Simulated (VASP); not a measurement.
Here is a VASP 6.6.1 calculation.

INCAR

```
SYSTEM = SiO2
PREC = Accurate ; ENCUT = 520
EDIFF = 1E-6 ; ISMEAR = -1
SIGMA = 0.1 ; LREAL = .False.
LASPH = .True. ; NELM = 60
ALGO = Normal ; ISIF = 2
LWAVE = .False. ; LCHARG = .True.
GGA = PE ; LELF = .True.
LVHAR = .True. ; NBANDS = 25
```

File KPOINTS:

```
regular mesh
0
Gamma
  6 6 8
  0 0 0
```

POSCAR

```
SiO2
1.0
    4.0701421467      0.0000000000      0.0000000000
    0.0000000000      4.0701421467      0.0000000000
    0.0000000000      0.0000000000      2.5968311707
Si O
2 4
Direct
    0.0000000000      0.0000000000      0.0000000000
    0.5000000000      0.5000000000      0.5000000000
    0.3059000000      0.3059000000      0.0000000000
    0.1941000000      0.8059000000      0.5000000000
    0.6941000000      0.6941000000      0.0000000000
    0.8059000000      0.1941000000      0.5000000000
```

Potentials or basis: VASP PAW PBE potentials, release 64 (Si, O).

Launch:

```sh
$ cat potpaw_PBE.64/Si/POTCAR potpaw_PBE.64/O/POTCAR > POTCAR
$ mpirun -np 1 vasp_std > vasp.out
```

Task: Estimate the largest force.

Result: 0.688 eV/Å.

Task: Predict the pressure.

Result: 43.1 GPa.

Task: Predict the band gap on the k mesh.

Result: 7.00 eV, direct.

Forces in eV/Å, atoms in the order of the input:
```
Si   0.000  0.000  0.000
Si   0.000  0.000  0.000
O   -0.486 -0.486  0.000
O    0.486 -0.486  0.000
O    0.486  0.486  0.000
O   -0.486  0.486  0.000
```

A k mesh can miss the band edges. A hybrid or GW would open this gap; PBE tends to underestimate it.
